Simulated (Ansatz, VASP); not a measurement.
## HfSiO4 in VASP and in Ansatz

```
Hf Si O
1.0
     0.00000    3.40549    3.99232
     2.57426    0.00000    3.99232
     2.57426    3.40549    0.00000
Hf Si O
1 1 4
Direct
  0.75000 0.75000 0.75000
  0.50000 0.50000 0.50000
  0.74497 0.25503 0.74497
  0.25503 0.74497 0.25503
  0.71260 0.71260 0.28740
  0.28740 0.28740 0.71260
```

Alike in both runs: task relaxation of cell and atoms; functional PBE; k mesh 6 × 6 × 6; occupations gaussian, width 0.1 eV; no spin polarisation.

|  | VASP | Ansatz |
| --- | --- | --- |
| version | VASP 6.6.1 | Ansatz 0.2.0 |
| potentials or method | VASP PAW PBE potentials, release 64 (Hf_pv, Si, O), cutoff 600 eV | scalar-relativistic, plane waves, PAW |
| valence electrons in the cell | 38 | 54 |

|  | VASP | Ansatz | Ansatz less VASP |
| --- | --- | --- | --- |
| gap on the k mesh at the Fermi level, each at its own relaxed structure (eV) | 1.01 | 1.06 | +0.048 |
| relaxed volume (Å³/atom) | 11.53 | 11.67 | +0.140 |
| relaxed cell length with the largest relative difference (Å) | 4.729 | 4.750 | +0.0212 |

VASP's potentials hold 38 valence electrons a cell and Ansatz's 54, so a difference there can come from the potentials and not from the codes.

Spin-orbit coupling is off throughout.
